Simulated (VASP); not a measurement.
# Au (Fm-3m) in VASP: a series of runs

The runs below take Au through single point, relaxation of cell and atoms, with LDA.

All numbers are computed with VASP 6.6.1; they aren't measurements. Logs are shortened: lines on timing, memory, paths and dates and some standing lists are left out, and cuts for length are marked.

## Step 1: The cell of the first run

Symmetry: Fm-3m, No. 225, cubic system. The conventional cell has a = 3.926 Å, b = 3.926 Å, c = 3.926 Å, α = 90.00°, β = 90.00°, γ = 90.00°. Au (site symmetry m-3m) has 12 Au at 2.78 Å within 3.7 Å.

## Step 2: Single point, LDA

INCAR reads:

```
SYSTEM = Au
PREC = Accurate ; ENCUT = 520
EDIFF = 1E-6 ; ISMEAR = -1
SIGMA = 0.1 ; LREAL = .FALSE.
LASPH = .TRUE. ; NELM = 80
ALGO = Normal ; ISIF = 2
LWAVE = .FALSE. ; LCHARG = .TRUE.
GGA = CA ; LELF = .TRUE.
LVHAR = .TRUE. ; NBANDS = 12
```

KPOINTS reads:

```
Automatic mesh
0
G
  17 17 17
  0 0 0
```

POSCAR reads:

```
Au
1.0
    0.0000000000      1.9627988934      1.9627988934
    1.9627988934      0.0000000000      1.9627988934
    1.9627988934      1.9627988934      0.0000000000
Au
1
Direct
    0.0000000000      0.0000000000      0.0000000000
```

Potentials or basis: VASP PAW LDA potentials, release 64 (Au).

The run is started by

```sh
$ cat potpaw_LDA.64/Au/POTCAR > POTCAR
$ mpirun -np 1 vasp_std > vasp.out
```

OUTCAR:

```text
SYSTEM = Au
   PREC = Accurate
   ENCUT = 520
   EDIFF = 1E-6
   ISMEAR = -1
   LREAL = .FALSE.
   LASPH = .TRUE.
   NELM = 80
   ISIF = 2
   GGA = CA

 ion  position               nearest neighbor table
   1  0.000  0.000  0.000-

  LATTYP: Found a face centered cubic cell.
 ALAT       =     3.9255977868

  Lattice vectors:

 A1 = (   0.0000000000,   1.9627988934,   1.9627988934)
 A2 = (   1.9627988934,   0.0000000000,   1.9627988934)
 A3 = (   1.9627988934,   1.9627988934,   0.0000000000)

Analysis of symmetry for initial positions (statically):
=====================================================================
 Subroutine PRICEL returns:
 Original cell was already a primitive cell.

 Routine SETGRP: Setting up the symmetry group for a
 face centered cubic supercell.

 Subroutine GETGRP returns: Found 48 space group operations
 (whereof 48 operations were pure point group operations)
 out of a pool of 48 trial point group operations.

The static configuration has the point symmetry O_h .

Analysis of symmetry for dynamics (positions and initial velocities):
=====================================================================
 Subroutine PRICEL returns:
 Original cell was already a primitive cell.

 Routine SETGRP: Setting up the symmetry group for a
 face centered cubic supercell.

 Subroutine GETGRP returns: Found 48 space group operations
 (whereof 48 operations were pure point group operations)
 out of a pool of 48 trial point group operations.

The dynamic configuration has the point symmetry O_h .

 Subroutine INISYM returns: Found 48 space group operations
 (whereof 48 operations are pure point group operations),
 and found     1 'primitive' translations

----------------------------------------------------------------------------------------

                                     Primitive cell

  volume of cell :      15.1237

  direct lattice vectors                    reciprocal lattice vectors
     0.000000000  1.962798893  1.962798893    -0.254738273  0.254738273  0.254738273
     1.962798893  0.000000000  1.962798893     0.254738273 -0.254738273  0.254738273
     1.962798893  1.962798893  0.000000000     0.254738273  0.254738273 -0.254738273

  length of vectors
     2.775816815  2.775816815  2.775816815     0.441219631  0.441219631  0.441219631

  position of ions in fractional coordinates (direct lattice)
     0.000000000  0.000000000  0.000000000

  ion indices of the primitive-cell ions
   primitive index   ion index
                 1           1

----------------------------------------------------------------------------------------

 KPOINTS: Automatic mesh

Automatic generation of k-mesh.
 Grid dimensions read from file:
 generate k-points for:   17   17   17

 Generating k-lattice:

  Cartesian coordinates                     Fractional coordinates (reciprocal lattice)
    -0.014984604  0.014984604  0.014984604     0.058823529  0.000000000  0.000000000
     0.014984604 -0.014984604  0.014984604     0.000000000  0.058823529  0.000000000
     0.014984604  0.014984604 -0.014984604     0.000000000  0.000000000  0.058823529

  Length of vectors
     0.025954096  0.025954096  0.025954096

  Shift w.r.t. Gamma in fractional coordinates (k-lattice)
     0.000000000  0.000000000  0.000000000

 Subroutine IBZKPT returns following result:
 ===========================================

 Found    165 irreducible k-points:

 Following reciprocal coordinates:
            Coordinates               Weight
  0.000000  0.000000  0.000000      1.000000
  0.058824  0.000000  0.000000      8.000000
  0.117647  0.000000  0.000000      8.000000
  0.176471  0.000000  0.000000      8.000000
  0.235294  0.000000  0.000000      8.000000
  0.294118  0.000000  0.000000      8.000000
[... 16 lines left out ...]
 -0.176471  0.058824  0.000000     24.000000
 -0.117647  0.058824  0.000000     24.000000
 [... further k-points ...]
   k-points           NKPTS =    165   k-points in BZ     NKDIM =    165   number of bands    NBANDS=     12
   number of dos      NEDOS =    301   number of ions     NIONS =      1
   total plane-waves  NPLWV =  13824
   dimension x,y,z NGX =    24 NGY =   24 NGZ =   24
   dimension x,y,z NGXF=    48 NGYF=   48 NGZF=   48
   ions per type =               1
   NGX,Y,Z   is equivalent  to a cutoff of  14.37, 14.37, 14.37 a.u.
   NGXF,Y,Z  is equivalent  to a cutoff of  28.75, 28.75, 28.75 a.u.
 SYSTEM =  Au
   PREC   = accura    normal or accurate (medium, high low for compatibility)
   ISTART =      0    job   : 0-new  1-cont  2-samecut
   ICHARG =      2    charge: 1-file 2-atom 10-const
   ISPIN  =      1    spin polarized calculation?
   LNONCOLLINEAR =      F non collinear calculations
   LSORBIT =      F    spin-orbit coupling
   LASPH  =      T    aspherical Exc in radial PAW
   ENCUT  =  520.0 eV  38.22 Ry    6.18 a.u.   5.16  5.16  5.16*2*pi/ulx,y,z
   NELM   =     80;   NELMIN=  2; NELMDL= -5     # of ELM steps
   EDIFF  = 0.1E-05   stopping-criterion for ELM
   LREAL  =      F    real-space projection
[... 7 lines left out ...]
   TEBEG  =    0.0;   TEEND  =   0.0 temperature during run
   PSTRESS=    0.0 pullay stress
   NELECT =      11.0000    total number of electrons
   NUPDOWN=      -1.0000    fix difference up-down
   EMIN   =  10.00;   EMAX   =-10.00  energy-range for DOS
   EFERMI =   0.00;   METHOD = LEGACY
   ISMEAR =    -1;   SIGMA  =   0.10  broadening in eV -4-tet -1-fermi 0-gaus
   EFERMI_NEDOS =   21; number of points for ismear=-14 and -15
   IALGO  =     38    algorithm
   IMIX   =      4    mixing-type and parameters
     AMIX     =   0.40;   BMIX     =  1.00
     AMIX_MAG =   1.60;   BMIX_MAG =  1.00
  volume/ion in A,a.u.               =      15.12       102.06
  Fermi-wavevector in a.u.,A,eV,Ry     =   1.472267  2.782181 29.491584  2.167570
  Thomas-Fermi vector in A             =   2.587302
   LORBIT       =      0    0 simple, 1 ext, 2 COOP (PROOUT), +10 PAW based schemes
   GGA     = CA    functional components
   LHFCALC =     F    Hartree Fock is set to
   AEXX    =    0.0000 exact exchange contribution
   IVDW    =     0    specifies the selected vdW correction
   LEPSILON=     F    determine dielectric tensor
   LRPA    =     F    only Hartree local field effects (RPA)
 non-spin polarized calculation
  energy-cutoff  :      520.00
  volume of cell :       15.12
 maximum number of plane-waves:       420
 NGX is ok and might be reduce to    24
   NGX = 11   NGY = 11   NGZ = 11

 number of electron      10.9999999 magnetization

 Free energy of the ion-electron system (eV)
  ---------------------------------------------------
  ext. energy  EPLUGINS =         0.00000000
  ---------------------------------------------------
  free energy    TOTEN  =        -4.34922978 eV

  energy without entropy =       -4.34174427  energy(sigma->0) =       -4.34548702

 E-fermi :  11.5527     XC(G=0): -13.6843

 val. band max:       11.5172864993   @ k =  -0.4118   0.1176   0.0000
 cond. band min:      11.6134562356   @ k =   0.4706   0.4118   0.0000
 fundamental gap:      0.0961697363
 Fermi energy:        11.5526930951

 k-point     1 :       0.0000    0.0000    0.0000
  band No.  band energies     occupation
      1       0.1965      2.00000
      2       6.0275      2.00000
      3       6.0275      2.00000
      4       6.0275      2.00000
      5       7.9209      2.00000
      6       7.9209      2.00000
      7      25.6815      0.00000
      8      30.3339      0.00000
      9      30.3339      0.00000
     10      30.3339      0.00000
     11      35.7700      0.00000
     12      41.8586      0.00000

 k-point     2 :       0.0588    0.0000    0.0000
  band No.  band energies     occupation
      1       0.3318      2.00000
      2       5.9761      2.00000
      3       6.0782      2.00000
      4       6.0782      2.00000
      5       7.8953      2.00000
      6       7.8953      2.00000
      7      25.8713      0.00000
      8      29.5649      0.00000
      9      30.5243      0.00000
     10      30.5243      0.00000
     11      36.5405      0.00000
     12      40.1381      0.00000

 k-point     3 :       0.1176    0.0000    0.0000
  band No.  band energies     occupation
      1       0.7242      2.00000
      2       5.8485      2.00000
      3       6.2079      2.00000
      4       6.2079      2.00000
      5       7.8451      2.00000
      6       7.8451      2.00000
      7      26.3597      0.00000
      8      27.9717      0.00000
      9      31.0714      0.00000
     10      31.0714      0.00000
     11      36.6081      0.00000
     12      39.2998      0.00000
[... 286 lines left out ...]
 k-point    23 :      -0.1765    0.0588    0.0000
  band No.  band energies     occupation
      1       1.6648      2.00000
      2       5.6158      2.00000
      3       6.4123      2.00000
      4       6.4384      2.00000
      5       7.6243      2.00000
      6       8.1646      2.00000
      7      25.3854      0.00000
      8      27.2351      0.00000
      9      30.9088      0.00000
     10      33.1770      0.00000
     11      33.5084      0.00000
     12      37.2804      0.00000

 k-point    24 :      -0.1176    0.0588    0.0000
  band No.  band energies     occupation
      1       1.0197      2.00000
      2       5.7254      2.00000
      3       6.2992      2.00000
      4       6.3309      2.00000
      5       7.6490      2.00000
      6       8.0006      2.00000
      7      26.6670      0.00000
      8      27.3650      0.00000
      9      30.4604      0.00000
     10      31.9947      0.00000
     11      35.3928      0.00000
     12      38.3327      0.00000

 [... further k-points ...]

------------------------ aborting loop because EDIFF is reached ----------------------------------------

  FORCE on cell =-STRESS in cart. coord.  units (eV):
  Direction    XX          YY          ZZ          XY          YZ          ZX
  --------------------------------------------------------------------------------------
  -------------------------------------------------------------------------------------
  Total        2.2404110      2.2404110      2.2404110      0.0000000      0.0000000     -0.0000000
  in kB      237.3454244    237.3454244    237.3454244      0.0000000      0.0000000     -0.0000000
  external PRESSURE =     237.3454244 kB  Pullay stress =       0.0000000 kB

 VOLUME and BASIS-vectors are now :
 -----------------------------------------------------------------------------
  energy-cutoff  :      520.00
  volume of cell :       15.12
      direct lattice vectors                 reciprocal lattice vectors
     0.000000000  1.962798893  1.962798893    -0.254738273  0.254738273  0.254738273
     1.962798893  0.000000000  1.962798893     0.254738273 -0.254738273  0.254738273
     1.962798893  1.962798893  0.000000000     0.254738273  0.254738273 -0.254738273

 POSITION                                       TOTAL-FORCE (eV/Angst)
 -----------------------------------------------------------------------------------
      0.00000      0.00000      0.00000        -0.000000      0.000000     -0.000000
 -----------------------------------------------------------------------------------
    total drift:                               -0.000000      0.000000     -0.000000

  FREE ENERGIE OF THE ION-ELECTRON SYSTEM (eV)
  ---------------------------------------------------
  free  energy   TOTEN  =        -4.3492297797 eV

  energy  without entropy=       -4.3417442691  energy(sigma->0) =       -4.34548702
```

Wall time 15 s (1 thread of Intel Xeon Platinum 8488C (Sapphire Rapids), shared host); peak memory 0.15 GiB.

Results:

| Quantity | Value |
| --- | --- |
| Free energy | -4.3492 eV |
| Pressure | 23.7 GPa |

Levels at points of the mesh, in eV from the Fermi level:
```tsv
k point	band 4	band 5	band 6	band 7	band 8	band 9
(0.00, 0.00, 0.00)	-5.53	-3.63	-3.63	14.13	18.78	18.78
```

Caveat: spin-orbit coupling is left out, which moves the levels of the heavy elements.

[end of part 1 of 2]
